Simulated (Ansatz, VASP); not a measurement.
**Two plane-wave programs on HfN**

Contents of INCAR:

```
ALGO = Normal
EDIFF = 1E-7
ENCUT = 520
GGA = PS
ISIF = 2
ISMEAR = -1
LASPH = T
LCHARG = F
LREAL = F
LWAVE = F
NBANDS = 14
NELM = 80
PREC = Accurate
SIGMA = 0.05
```

The input KPOINTS:

```
k-points
0
Gamma
  10 10 10
```

POSCAR

```
HfN
1.0
    0.0000000000      2.2560000000      2.2560000000
    2.2560000000      0.0000000000      2.2560000000
    2.2560000000      2.2560000000      0.0000000000
Hf N
1 1
Direct
    0.0000000000      0.0000000000      0.0000000000
    0.5000000000      0.5000000000      0.5000000000
```

File input.yaml:

```yaml
crystal:
  lattice:
    - [0.0, 2.256, 2.256]
    - [2.256, 0.0, 2.256]
    - [2.256, 2.256, 0.0]
  atoms:
    - { symbol: Hf, position: [0.0, 0.0, 0.0] }
    - { symbol: "N", position: [0.5, 0.5, 0.5] }
hamiltonian:
  xc: pbesol
  pseudopotentials: { kind: paw }
kpoints:
  mp_grid: { grid: [10, 10, 10] }
scf:
  occupations: { method: fermi_dirac, width: 0.05 }
output:
  forces: true
  stress: true
  eigenvalues: true
```

Alike in both runs: task single point; functional PBEsol; k mesh 10 × 10 × 10; occupations fermi-dirac, width 0.05 eV; no spin polarisation.

```csv
,VASP,Ansatz
version,VASP 6.6.1,Ansatz 0.2.0
potentials or method,"VASP PAW PBE potentials, release 64 (Hf_pv, N)",Ansatz PAW
plane-wave cutoff (eV),520,420
valence electrons in the cell,15,31
```

```tsv
	VASP	Ansatz	Ansatz less VASP
gap on the k mesh at the Fermi level (eV)	none	none	-
pressure (GPa)	-4.1	-1.9	+2.14
```

VASP's potentials were made for PBE, not for PBEsol. A gap of «none» marks a metal or a gap that the smearing closes. With one functional, cell and mesh, what is left measures potentials, basis and numerics. VASP's potentials hold 15 valence electrons a cell and Ansatz's 31, so a difference there can come from the potentials and not from the codes.

Spin-orbit coupling is off throughout.
